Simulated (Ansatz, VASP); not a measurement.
# MgS in VASP and in Ansatz

Contents of POSCAR:

```
MgS
1.0
    0.1127252620      2.8476353761      2.8476353761
    2.8476353761      0.1127252620      2.8476353761
    2.8476353761      2.8476353761      0.1127252620
Mg S
1 1
Direct
    0.0037658601      0.0037658601      0.0037658601
    0.2462341399      0.2462341399      0.2462341399
```

Contents of INCAR.step1:

```
PREC = Accurate ; ENCUT = 520
ISMEAR = 0 ; SIGMA = 0.01
LREAL = False ; LASPH = True
NELM = 60 ; NBANDS = 11
GGA = PE ; ALGO = Normal
EDIFF = 1E-4 ; LWAVE = True
LCHARG = False
```

Contents of INCAR.step2:

```
PREC = Accurate ; ENCUT = 520
EDIFF = 1E-7 ; ISMEAR = 0
SIGMA = 0.01 ; LREAL = False
LASPH = True ; NELM = 60
ALGO = Normal ; ISIF = 2
LWAVE = False ; LCHARG = False
METAGGA = R2SCAN ; LMIXTAU = True
NBANDS = 11 ; ISTART = 1
```

File KPOINTS:

```
regular mesh
0
Gamma
  8 8 8
```

Input for Ansatz:

```yaml
crystal:
  lattice:
    - [0.112725262, 2.8476353761, 2.8476353761]
    - [2.8476353761, 0.112725262, 2.8476353761]
    - [2.8476353761, 2.8476353761, 0.112725262]
  atoms:
    - { symbol: Mg, position: [0.0037658601, 0.0037658601, 0.0037658601] }
    - { symbol: S, position: [0.2462341399, 0.2462341399, 0.2462341399] }
kpoints:
  mp_grid: { grid: [8, 8, 8] }
  band_path:
    path:
      - [0.0, 0.0, 0.0]
      - [-0.5, -0.5, 0.0]
      - [-0.375, -0.375, 0.25]
      - [-0.375, 0.0, 0.375]
      - [0.0, 0.0, 0.5]
      - [-0.5, -0.25, 0.25]
    npoints: 1
hamiltonian:
  xc: r2scan
scf:
  occupations: { method: fixed }
  n_extra_bands: 4
output:
  forces: true
  stress: true
  eigenvalues: true
```

Change from the starting cell: epitaxial_111 strain -3.4%.

Alike in both runs: task single point; functional r2SCAN; k mesh 8 × 8 × 8; no spin polarisation.

```csv
,VASP,Ansatz
version,VASP 6.6.1,Ansatz 0.2.0
potentials or method,"VASP PAW PBE potentials, release 64 (Mg, S)","plane waves, PAW"
plane-wave cutoff (eV),520,500
occupations,"gaussian, width 0.01 eV",fixed
valence electrons in the cell,8,16
```

```csv
,VASP,Ansatz,Ansatz less VASP
gap on the k mesh at the Fermi level (eV),4.09,4.09,+0.001
pressure (GPa),2.4,2.7,+0.28
"traceless stress, the component that is largest in VASP (GPa)",-1.39,-1.37,+0.013
```

VASP's potentials were made for PBE, not for r2SCAN. VASP's potentials hold 8 valence electrons a cell and Ansatz's 16, so a difference there can come from the potentials and not from the codes.
